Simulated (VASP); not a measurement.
K2ZnWF6 (a cell with a defect), 10 atoms in the cell. The cell holds a defect, 10 atoms: a = 8.105 Å, b = 4.052 Å, c = 4.052 Å, α = 90.00°, β = 90.00°, γ = 90.00°. 

* Program: VASP 6.6.1
* Task: single point
* Functional: PBEsol
* Potentials or basis: VASP PAW PBE potentials, release 64 (K_sv, W_sv, Zn, F)
* Cutoff: 520 eV
* k mesh: 2 × 2 × 2, shifted
* Occupations: fermi-dirac, width 0.05 eV
* Spin: collinear spin
* Starting moments: [0.0, 0.0, 0.2, 0.0, 0.2, 0.0, 0.2, 0.2, 0.2, 0.0] μB
* Dipole correction: no
* Charge: -1
* Further INCAR settings: ALGO = Normal; EDIFF = 1e-06; NBANDS = 58; NELECT = 87.0

Potentials or basis: VASP PAW PBE potentials, release 64 (K_sv, W_sv, Zn, F).

The run is started by

```console
$ cat potpaw_PBE.64/K_sv/POTCAR potpaw_PBE.64/W_sv/POTCAR potpaw_PBE.64/Zn/POTCAR potpaw_PBE.64/F/POTCAR > POTCAR
$ mpirun -np 1 vasp_std > vasp.out
```

Hardware: 1 thread of Intel Xeon 8259CL, on a shared host.

How long does it take, and how much memory?

Wall time 5.4 min on 1 thread of Intel Xeon 8259CL, on a shared host, peak memory 0.29 GiB. Counts: scf iterations 31, k points 4.
